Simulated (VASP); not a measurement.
# Sn3PdO8 (Cmmm) in VASP: single point with PBEsol+U

Aim: the single point of Sn3PdO8 with PBEsol+U.

All numbers are computed with VASP 6.6.1; they aren't measurements. Logs are shortened: lines on timing, memory, paths and dates and some standing lists are left out, and cuts for length are marked.

## (1) The cell of the first run

It takes space group Cmmm (No. 65, orthorhombic). Conventional cell: a = 6.700 Å, b = 6.700 Å, c = 6.373 Å, α = 90.00°, β = 90.00°, γ = 90.00°. Pd (site symmetry mmm) has 6 O at 2.01 Å within 2.7 Å. Sn (site symmetry mmm) has 6 O at 2.07 Å within 2.7 Å. Sn (site symmetry mm2) has 6 O at 2.06 to 2.08 Å within 2.7 Å. O (site symmetry m2m) has 1 Pd at 2.01 Å and 2 Sn at 2.06 Å and 1 O at 2.68 Å within 2.7 Å. O (site symmetry m2m) has 3 Sn at 2.06 to 2.07 Å and 1 O at 2.57 Å within 2.7 Å. O (site symmetry m) has 1 Pd at 2.01 Å and 2 Sn at 2.07 to 2.08 Å and 1 O at 2.54 Å within 2.7 Å.

## (2) Single point, PBEsol+U, collinear spin

INCAR reads:

```
PREC     = Accurate       # precision mode
ENCUT    = 520            # plane-wave cutoff, eV
EDIFF    = 1E-6           # SCF threshold, eV
ISMEAR   = 0              # smearing method
SIGMA    = 0.05           # smearing width, eV
LREAL    = F              # projectors in reciprocal space
LASPH    = T              # aspherical terms in the spheres
NELM     = 150            # most SCF steps
ALGO     = Normal         # electronic algorithm
ISIF     = 2              # what is computed and relaxed
LWAVE    = F              # write WAVECAR
LCHARG   = F              # write CHGCAR
ISPIN    = 2              # spin polarisation
MAGMOM   = 4 0 0 0 0 0 0 0 0 0 0 0 # initial moments
LORBIT   = 11             # projections on sites
LMAXMIX  = 4              # l up to which the mixer works
LDAU     = T              # DFT+U
LDAUTYPE = 2            
LDAUL    = 2 -1 -1        # shell
LDAUU    = 4 0 0          # U, eV
LDAUJ    = 0 0 0        
LDAUPRINT= 1            
GGA      = PS             # functional
NBANDS   = 66             # bands
```

KPOINTS reads:

```
regular mesh
0
Gamma
  4 4 3
```

POSCAR reads:

```
Sn3PdO8
1.0
    4.7373500000      0.0000000000      0.0000000000
    0.0000000000      4.7373500000      0.0000000000
    0.0000000000      0.0000000000      6.3728000000
Pd Sn O
1 3 8
Direct
    0.0000000000      0.0000000000      1.0000000000
    0.0000000000      0.0000000000      0.5000000000
    0.5000000000      0.5000000000      0.2463965786
    0.5000000000      0.5000000000      0.7536034214
    0.3002803001      0.3002803001      1.0000000000
    0.3083640033      0.3083640033      0.5000000000
    0.1897046375      0.8102953625      0.2440860549
    0.1897046375      0.8102953625      0.7559139451
    0.6997196999      0.6997196999      1.0000000000
    0.6916359967      0.6916359967      0.5000000000
    0.8102953625      0.1897046375      0.2440860549
    0.8102953625      0.1897046375      0.7559139451
```

Potentials or basis: VASP PAW PBE potentials, release 64 (Pd, Sn_d, O).

Run with:

```
cat potpaw_PBE.64/Pd/POTCAR potpaw_PBE.64/Sn_d/POTCAR potpaw_PBE.64/O/POTCAR > POTCAR
mpirun -np 1 vasp_std > vasp.out
```

OUTCAR:

```text
PREC = Accurate
   ENCUT = 520
   EDIFF = 1E-6
   ISMEAR = 0
   LREAL = F
   LASPH = T
   NELM = 150
   ISIF = 2
   ISPIN = 2
   LORBIT = 11
   GGA = PS

 ion  position               nearest neighbor table
   1  0.000  0.000  0.000-   7 2.01   8 2.01  11 2.01  12 2.01   5 2.01   9 2.01   2 3.19   2 3.19

   2  0.000  0.000  0.500-   6 2.07  10 2.07   8 2.07   7 2.07  11 2.07  12 2.07   1 3.19   1 3.19
                             4 3.72   3 3.72   3 3.72   4 3.72   3 3.72   4 3.72   3 3.72   4 3.72
   3  0.500  0.500  0.246-   5 2.06   9 2.06   6 2.06  10 2.06   7 2.08  11 2.08   4 3.14   4 3.23
                             2 3.72   2 3.72   2 3.72   2 3.72
   4  0.500  0.500  0.754-   5 2.06   9 2.06   6 2.06  10 2.06   8 2.08  12 2.08   3 3.14   3 3.23
                             2 3.72   2 3.72   2 3.72   2 3.72
   5  0.300  0.300  0.000-   1 2.01   3 2.06   4 2.06
   6  0.308  0.308  0.500-   3 2.06   4 2.06   2 2.07
   7  0.190  0.810  0.244-   1 2.01   2 2.07   3 2.08
   8  0.190  0.810  0.756-   1 2.01   2 2.07   4 2.08
   9  0.700  0.700  0.000-   1 2.01   3 2.06   4 2.06
  10  0.692  0.692  0.500-   3 2.06   4 2.06   2 2.07
  11  0.810  0.190  0.244-   1 2.01   2 2.07   3 2.08
  12  0.810  0.190  0.756-   1 2.01   2 2.07   4 2.08

  LATTYP: Found a simple tetragonal cell.
 ALAT       =     4.7373500000
 C/A-ratio  =     1.3452246509

  Lattice vectors:

 A1 = (   4.7373500000,   0.0000000000,   0.0000000000)
 A2 = (   0.0000000000,   4.7373500000,   0.0000000000)
 A3 = (   0.0000000000,   0.0000000000,   6.3728000000)

Analysis of symmetry for initial positions (statically):
=====================================================================
 Subroutine PRICEL returns:
 Original cell was already a primitive cell.

 Routine SETGRP: Setting up the symmetry group for a
 simple tetragonal supercell.

 Subroutine GETGRP returns: Found  8 space group operations
 (whereof  8 operations were pure point group operations)
 out of a pool of 16 trial point group operations.

The static configuration has the point symmetry D_2h.

Analysis of symmetry for dynamics (positions and initial velocities):
=====================================================================
 Subroutine PRICEL returns:
 Original cell was already a primitive cell.

 Routine SETGRP: Setting up the symmetry group for a
 simple tetragonal supercell.

 Subroutine GETGRP returns: Found  8 space group operations
 (whereof  8 operations were pure point group operations)
 out of a pool of 16 trial point group operations.

The dynamic configuration has the point symmetry D_2h.

Analysis of structural, dynamic, and magnetic symmetry:
=====================================================================
 Subroutine PRICEL returns:
 Original cell was already a primitive cell.

 Routine SETGRP: Setting up the symmetry group for a
 simple tetragonal supercell.

 Subroutine GETGRP returns: Found  8 space group operations
 (whereof  8 operations were pure point group operations)
 out of a pool of 16 trial point group operations.

The overall configuration has the point symmetry D_2h.

 Subroutine INISYM returns: Found  8 space group operations
 (whereof  8 operations are pure point group operations),
 and found     1 'primitive' translations

----------------------------------------------------------------------------------------

                                     Primitive cell

  volume of cell :     143.0215

  direct lattice vectors                    reciprocal lattice vectors
     4.737350000  0.000000000  0.000000000     0.211088478  0.000000000  0.000000000
     0.000000000  4.737350000  0.000000000     0.000000000  0.211088478  0.000000000
[... 147 lines left out ...]
  0.0000  0.8128  0.0000  0.1863  0.0000
  0.1744  0.0000  0.8687  0.0000  0.0000
  0.0000  0.1863  0.0000  0.8128  0.0000
 -0.0000  0.0000  0.0000  0.0000  0.9993

spin component  2

  0.7240  0.0000  0.1744  0.0000 -0.0000
  0.0000  0.8128  0.0000  0.1864  0.0000
  0.1744  0.0000  0.8687  0.0000  0.0000
  0.0000  0.1864  0.0000  0.8128  0.0000
 -0.0000  0.0000  0.0000  0.0000  0.9994

 occupancies and eigenvectors

  o =  0.6075  v =  0.0000  0.0000  0.0000  0.0000  0.0000  0.8316  0.0000 -0.5554  0.0000  0.0000      0.0000  0.0000  0.0000  0.0000  0.0000  0.0000  0.0000  0.0000  0.0000  0.0000
  o =  0.6076  v =  0.8316  0.0000 -0.5554  0.0000  0.0000  0.0000  0.0000  0.0000  0.0000  0.0000      0.0000  0.0000  0.0000  0.0000  0.0000  0.0000  0.0000  0.0000  0.0000  0.0000
  o =  0.6264  v =  0.0000  0.0000  0.0000  0.0000  0.0000  0.0000  0.7071  0.0000 -0.7071 -0.0000      0.0000  0.0000  0.0000  0.0000  0.0000  0.0000  0.0000  0.0000  0.0000  0.0000
  o =  0.6265  v =  0.0000  0.7071  0.0000 -0.7071 -0.0000  0.0000  0.0000  0.0000  0.0000  0.0000      0.0000  0.0000  0.0000  0.0000  0.0000  0.0000  0.0000  0.0000  0.0000  0.0000
  o =  0.9851  v =  0.5554 -0.0000  0.8316  0.0000 -0.0000  0.0000  0.0000  0.0000  0.0000  0.0000      0.0000  0.0000  0.0000  0.0000  0.0000  0.0000  0.0000  0.0000  0.0000  0.0000
  o =  0.9851  v =  0.0000  0.0000  0.0000  0.0000  0.0000  0.5554 -0.0000  0.8316  0.0000 -0.0000      0.0000  0.0000  0.0000  0.0000  0.0000  0.0000  0.0000  0.0000  0.0000  0.0000
  o =  0.9991  v =  0.0000 -0.7071  0.0000 -0.7071  0.0000  0.0000  0.0000  0.0000  0.0000  0.0000      0.0000  0.0000  0.0000  0.0000  0.0000  0.0000  0.0000  0.0000  0.0000  0.0000
  o =  0.9992  v =  0.0000  0.0000  0.0000  0.0000  0.0000  0.0000 -0.7071  0.0000 -0.7071  0.0000      0.0000  0.0000  0.0000  0.0000  0.0000  0.0000  0.0000  0.0000  0.0000  0.0000
  o =  0.9993  v =  0.0000  0.0000  0.0000  0.0000  1.0000  0.0000  0.0000  0.0000  0.0000  0.0000      0.0000  0.0000  0.0000  0.0000  0.0000  0.0000  0.0000  0.0000  0.0000  0.0000
  o =  0.9994  v =  0.0000  0.0000  0.0000  0.0000  0.0000  0.0000  0.0000  0.0000  0.0000  1.0000      0.0000  0.0000  0.0000  0.0000  0.0000  0.0000  0.0000  0.0000  0.0000  0.0000

 number of electron      99.9999995 magnetization       0.0003255

 Free energy of the ion-electron system (eV)
  ---------------------------------------------------
  ext. energy  EPLUGINS =         0.00000000
  ---------------------------------------------------
  free energy    TOTEN  =       -74.64611953 eV

  energy without entropy =      -74.64611953  energy(sigma->0) =      -74.64611953

 E-fermi :   5.6528     XC(G=0): -11.5088

 val. band max:        5.4203032305   @ k =   0.0000   0.0000   0.0000
 cond. band min:       6.1162045052   @ k =   0.5000   0.5000   0.0000
 fundamental gap:      0.6959012747
 Fermi energy:         5.6528432883

 spin component 1

 k-point     1 :       0.0000    0.0000    0.0000
  band No.  band energies     occupation
      1     -15.5425      1.00000
      2     -15.4682      1.00000
      3     -15.0402      1.00000
      4     -14.9407      1.00000
      5     -14.8735      1.00000
      6     -14.6704      1.00000
[... 899 lines left out ...]
     61      15.7028      0.00000
     62      15.8079      0.00000
 Fermi energy:         5.6528432883

 spin component 2

 k-point     1 :       0.0000    0.0000    0.0000
  band No.  band energies     occupation
      1     -15.5424      1.00000
      2     -15.4682      1.00000
      3     -15.0402      1.00000
      4     -14.9407      1.00000
      5     -14.8735      1.00000
      6     -14.6704      1.00000
[... 899 lines left out ...]
     61      15.7028      0.00000
     62      15.8079      0.00000
 [bands above 62 left out]

------------------------ aborting loop because EDIFF is reached ----------------------------------------

  FORCE on cell =-STRESS in cart. coord.  units (eV):
  Direction    XX          YY          ZZ          XY          YZ          ZX
  --------------------------------------------------------------------------------------
  -------------------------------------------------------------------------------------
  Total       -3.2325006     -3.2325006     -2.3139212     -0.9881321      0.0000000      0.0000000
  in kB      -36.2116209    -36.2116209    -25.9213682    -11.0694065      0.0000000      0.0000000
  external PRESSURE =     -32.7815366 kB  Pullay stress =       0.0000000 kB

 VOLUME and BASIS-vectors are now :
 -----------------------------------------------------------------------------
  energy-cutoff  :      520.00
  volume of cell :      143.02
      direct lattice vectors                 reciprocal lattice vectors
     4.737350000  0.000000000  0.000000000     0.211088478  0.000000000  0.000000000
     0.000000000  4.737350000  0.000000000     0.000000000  0.211088478  0.000000000
     0.000000000  0.000000000  6.372800000     0.000000000  0.000000000  0.156916897

 POSITION                                       TOTAL-FORCE (eV/Angst)
 -----------------------------------------------------------------------------------
      0.00000      0.00000      0.00000         0.000000     -0.000000      0.000000
      0.00000      0.00000      3.18640         0.000000     -0.000000      0.000000
      2.36868      2.36868      1.57024         0.000000     -0.000000     -0.017612
      2.36868      2.36868      4.80256         0.000000     -0.000000      0.017612
      1.42253      1.42253      0.00000        -0.255535     -0.255535      0.000000
      1.46083      1.46083      3.18640        -0.007349     -0.007349      0.000000
      0.89870      3.83865      1.55551        -0.140061      0.140061     -0.266178
      0.89870      3.83865      4.81729        -0.140061      0.140061      0.266178
      3.31482      3.31482      0.00000         0.255535      0.255535      0.000000
      3.27652      3.27652      3.18640         0.007349      0.007349      0.000000
      3.83865      0.89870      1.55551         0.140061     -0.140061     -0.266178
      3.83865      0.89870      4.81729         0.140061     -0.140061      0.266178
 -----------------------------------------------------------------------------------
    total drift:                                0.000000      0.000000      0.000000

  FREE ENERGIE OF THE ION-ELECTRON SYSTEM (eV)
  ---------------------------------------------------
  free  energy   TOTEN  =       -74.6461195250 eV

  energy  without entropy=      -74.6461195250  energy(sigma->0) =      -74.64611953

 total charge

# of ion       s       p       d       tot
------------------------------------------
    1        0.469   0.803   8.380   9.652
    2        0.899   1.079  10.366  12.344
    3        0.892   1.085  10.363  12.339
    4        0.892   1.085  10.363  12.339
    5        1.555   3.432   0.000   4.987
    6        1.559   3.478   0.000   5.037
    7        1.558   3.429   0.000   4.987
    8        1.558   3.429   0.000   4.987
    9        1.555   3.432   0.000   4.987
   10        1.559   3.478   0.000   5.037
   11        1.558   3.429   0.000   4.987
   12        1.558   3.429   0.000   4.987
--------------------------------------------------
tot         15.609  31.590  39.471  86.670

 magnetization (x)

# of ion       s       p       d       tot
------------------------------------------
    1       -0.000  -0.000   0.000   0.000
    2       -0.000  -0.000  -0.000  -0.000
    3       -0.000  -0.000  -0.000  -0.000
    4       -0.000  -0.000  -0.000  -0.000
    5        0.000   0.000   0.000   0.000
    6        0.000   0.000   0.000   0.000
    7        0.000   0.000   0.000   0.000
    8        0.000   0.000   0.000   0.000
    9        0.000   0.000   0.000   0.000
   10        0.000   0.000   0.000   0.000
   11        0.000   0.000   0.000   0.000
   12        0.000   0.000   0.000   0.000
--------------------------------------------------
tot          0.000   0.000   0.000   0.000
```

Run time: 4.3 min. Hardware: 1 thread of Intel Xeon Platinum 8375C at 2.90GHz (Ice Lake), shared host; peak memory 0.39 GiB.

What came out:

```yaml
Free_energy: -74.6461 eV
Pressure: -3.3 GPa
Largest_force: 0.361 eV/Å
Band_gap_on_the_k_mesh: 0.70 eV (least direct gap 0.73 eV)
Net_moment: 0.00 μB per cell
Valence_electrons_inside_the_program's_atomic_spheres: Pd 9.65; Sn 12.34; O 4.99, 5.04 (each value once)
```

Forces on the atoms (eV/Å):
```
Pd   0.000  0.000  0.000
Sn   0.000  0.000  0.000
Sn   0.000  0.000 -0.018
Sn   0.000  0.000  0.018
O   -0.256 -0.256  0.000
O   -0.007 -0.007  0.000
O   -0.140  0.140 -0.266
O   -0.140  0.140  0.266
O    0.256  0.256  0.000
O    0.007  0.007  0.000
O    0.140 -0.140 -0.266
O    0.140 -0.140  0.266
```

Stress tensor (GPa, compression positive):
```
-3.62 -1.11  0.00
-1.11 -3.62  0.00
 0.00  0.00 -2.59
```

Eigenvalues of the final occupation matrices:
```
    site  spin  trace               eigenvalues
site 1 d     1   4.22  0.61 0.63 0.99 1.00 1.00
site 1 d     2   4.22  0.61 0.63 0.99 1.00 1.00
```

Caveat: the cell stands under tension; semilocal functionals underestimate gaps, and a narrow one can read as zero; the PAW data sets were made with another functional, which shifts forces and pressure a little; spin-orbit coupling is left out, which moves the levels of the heavy elements. A k mesh can miss the band edges.
